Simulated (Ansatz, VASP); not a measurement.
# One calculation of Ag2I3, two programs

```
Ag I
1.0
     5.71243    0.00000    0.00000
     0.00000    5.71243    0.00000
     0.00000    0.00000    5.71243
Ag I
2 3
Cartesian
  0.0000 0.0000 0.0000
  2.8562 2.8562 2.8562
  0.0000 2.8562 2.8562
  2.8562 0.0000 2.8562
  2.8562 2.8562 0.0000
```

Alike in both runs: functional PBE; k mesh 8 × 8 × 8; occupations gaussian, width 0.1 eV; no spin polarisation.

Ansatz relaxed the structure, and its values are those at the end. VASP's run is a single point on that final structure, the one shown.

|  | VASP | Ansatz |
| --- | --- | --- |
| version | VASP 6.6.1 | Ansatz 0.2.0 |
| potentials or method | VASP PAW PBE potentials, release 64 (Ag, I), cutoff 520 eV | scalar-relativistic, plane waves, PAW |
| valence electrons in the cell | 43 | 89 |

|  | VASP | Ansatz | Ansatz less VASP |
| --- | --- | --- | --- |
| gap on the k mesh at the Fermi level (eV) | none | none | - |
| pressure (GPa) | 0.0 | 0.0 | +0.05 |

A gap of «none» marks a metal or a gap that the smearing closes. With one functional, cell and mesh, what is left measures potentials, basis and numerics. VASP's potentials hold 43 valence electrons a cell and Ansatz's 89, so a difference there can come from the potentials and not from the codes.

Spin-orbit coupling is off throughout.
